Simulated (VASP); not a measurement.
Write the native input for VASP 6.6.1 that does the following.

| Property | Result |
| --- | --- |
| Task | single point |
| Functional | PBEsol |
| Potentials or basis | VASP PAW PBE potentials, release 64 (Ag) |
| Cutoff | 520 eV |
| k mesh | 20 × 20 × 20 |
| Occupations | gaussian, width 0.15 eV |
| Spin | no spin polarisation |
| Dipole correction | no |
| Further INCAR settings | ALGO = Fast; EDIFF = 1e-07; NBANDS = 12 |

The structure of Ag lies in POSCAR:

```
Ag
1.0
    0.0000000000      2.1452550000      2.0431000000
    2.1452550000      0.0000000000      2.0431000000
    2.1452550000      2.1452550000      0.0000000000
Ag
1
Direct
    0.0000000000      0.0000000000      0.0000000000
```

This cell differs from its parent crystal: strain +0.050 along x and y, +0.000 along z.

One way to write it, as run:

INCAR

```
PREC = Accurate
ENCUT = 520
EDIFF = 1E-7
ISMEAR = 0
SIGMA = 0.15
LREAL = F
LASPH = T
NELM = 60
ALGO = Fast
ISIF = 2
LWAVE = F
LCHARG = T
GGA = PS
LELF = T
LVHAR = T
NBANDS = 12
```

KPOINTS

```
regular mesh
0
Gamma
  20 20 20
```

Potentials or basis: VASP PAW PBE potentials, release 64 (Ag).

Run with:

```sh
$ cat potpaw_PBE.64/Ag/POTCAR > POTCAR
$ mpirun -np 1 vasp_std > vasp.out
```

Results of the run:

```json
{
 "Pressure": "-10.2 GPa",
 "Band gap on the k mesh": "zero (an odd number of electrons rules out a gap without spin polarisation)"
}
```

Caveat: the cell differs from its parent crystal (strain +0.050 along x and y, +0.000 along z); the cell stands under tension; the PAW data sets were made with another functional, which shifts forces and pressure a little.

Run time: 37 s on 1 thread of Intel(R) Xeon(R) 6975P-C (Granite Rapids) (shared host), peak memory 0.25 GiB.
